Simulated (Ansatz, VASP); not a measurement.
One calculation of Na, two programs

The input INCAR:

```
SYSTEM = Na
ALGO = Normal ; EDIFF = 1E-7
ENCUT = 520 ; GGA = PE
ISIF = 2 ; ISMEAR = 0
LASPH = .TRUE. ; LCHARG = .FALSE.
LREAL = .FALSE. ; LWAVE = .FALSE.
NBANDS = 10 ; NELM = 60
PREC = Accurate ; SIGMA = 0.1
```

File KPOINTS:

```
k-points
0
G
  14 14 14
  0 0 0
```

File POSCAR:

```
Na
1.0
   -2.0300790845      2.0300790845      2.0300790845
    2.0300790845     -2.0300790845      2.0300790845
    2.0300790845      2.0300790845     -2.0300790845
Na
1
Direct
    0.0000000000      0.0000000000      0.0000000000
```

Input for Ansatz:

```yaml
crystal:
  lattice:
    - [-2.0300790845, 2.0300790845, 2.0300790845]
    - [2.0300790845, -2.0300790845, 2.0300790845]
    - [2.0300790845, 2.0300790845, -2.0300790845]
  atoms:
    - { symbol: Na, position: [0.0, 0.0, 0.0] }
basis:
  ecutwfc: 420
kpoints:
  mp_grid: { grid: [14, 14, 14] }
hamiltonian:
  xc: pbe
scf:
  occupations: { method: gaussian, width: 0.1 }
output:
  forces: true
  stress: true
  eigenvalues: true
```

Alike in both runs: task single point; functional PBE; k mesh 14 × 14 × 14; occupations gaussian, width 0.1 eV; no spin polarisation.

|  | VASP | Ansatz |
| --- | --- | --- |
| version | VASP 6.6.1 | Ansatz 0.2.0 |
| potentials or method | VASP PAW PBE potentials, release 64 (Na_pv), cutoff 520 eV | scalar-relativistic, plane waves, PAW |
| valence electrons in the cell | 7 | 9 |

|  | VASP | Ansatz | Ansatz less VASP |
| --- | --- | --- | --- |
| gap on the k mesh at the Fermi level (eV) | none | none | - |
| pressure (GPa) | 0.9 | 0.9 | +0.04 |

A gap of «none» marks a metal or a gap that the smearing closes. VASP's potentials hold 7 valence electrons a cell and Ansatz's 9, so a difference there can come from the potentials and not from the codes.
